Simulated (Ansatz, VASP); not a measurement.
# BaNaBr3: VASP beside Ansatz

The input INCAR:

```
SYSTEM = BaNaBr3
PREC = Accurate ; ENCUT = 520
EDIFF = 1E-6 ; ISMEAR = -1
SIGMA = 0.02 ; LREAL = .FALSE.
LASPH = .TRUE. ; NELM = 100
ALGO = Normal ; ISIF = 2
LWAVE = .FALSE. ; LCHARG = .FALSE.
GGA = PE ; NBANDS = 27
```

Contents of KPOINTS:

```
Automatic mesh
0
G
  4 4 4
  0 0 0
```

The input POSCAR:

```
BaNaBr3
1.0
    6.3857832207      0.0000000000      0.0000000000
    0.0000000000      6.3857832207      0.0000000000
    0.0000000000      0.0000000000      6.2383428512
Na Ba Br
1 1 3
Direct
    0.0000000000      0.0000000000      0.0000000000
    0.5000000000      0.5000000000      0.5000000000
    0.5000000000      0.5000000000      0.0000000000
    0.5000000000      0.0000000000      0.5000000000
    0.0000000000      0.5000000000      0.5000000000
```

Input for Ansatz:

```yaml
crystal:
  lattice:
    - [6.3857832207, 0.0, 0.0]
    - [0.0, 6.3857832207, 0.0]
    - [0.0, 0.0, 6.2383428512]
  atoms:
    - { symbol: Na, position: [0.0, 0.0, 0.0] }
    - { symbol: Ba, position: [0.5, 0.5, 0.5] }
    - { symbol: Br, position: [0.5, 0.5, 0.0] }
    - { symbol: Br, position: [0.5, 0.0, 0.5] }
    - { symbol: Br, position: [0.0, 0.5, 0.5] }
kpoints:
  mp_grid: { grid: [4, 4, 4] }
  band_path:
    path: [[0.0, 0.0, 0.0], [0.0, 0.5, 0.0], [0.5, 0.5, 0.0], [0.5, 0.5, 0.5]]
    npoints: 1
hamiltonian:
  xc: pbe
scf:
  occupations: { method: fermi_dirac, width: 0.02 }
  n_extra_bands: 5
output:
  forces: true
  stress: true
  eigenvalues: true
  write_density: true
  write_potential: true
  elf: true
  volumetric_format: npy
```

Change from the starting cell: epitaxial_xy strain +2.0%.

Alike in both runs: task single point; functional PBE; k mesh 4 × 4 × 4; occupations fermi-dirac, width 0.02 eV; no spin polarisation.

|  | VASP | Ansatz |
| --- | --- | --- |
| version | VASP 6.6.1 | Ansatz 0.2.0 |
| potentials or method | VASP PAW PBE potentials, release 64 (Na_pv, Ba_sv, Br) | plane waves, PAW |
| plane-wave cutoff (eV) | 520 | 420 |
| valence electrons in the cell | 38 | 40 |

```tsv
	VASP	Ansatz	Ansatz less VASP
gap on the k mesh at the Fermi level (eV)	2.83	2.84	+0.005
pressure (GPa)	-0.1	-0.3	-0.20
traceless stress, the component that is largest in VASP (GPa)	0.50	0.46	-0.038
```

VASP's potentials hold 38 valence electrons a cell and Ansatz's 40, so a difference there can come from the potentials and not from the codes.

Spin-orbit coupling is off throughout.
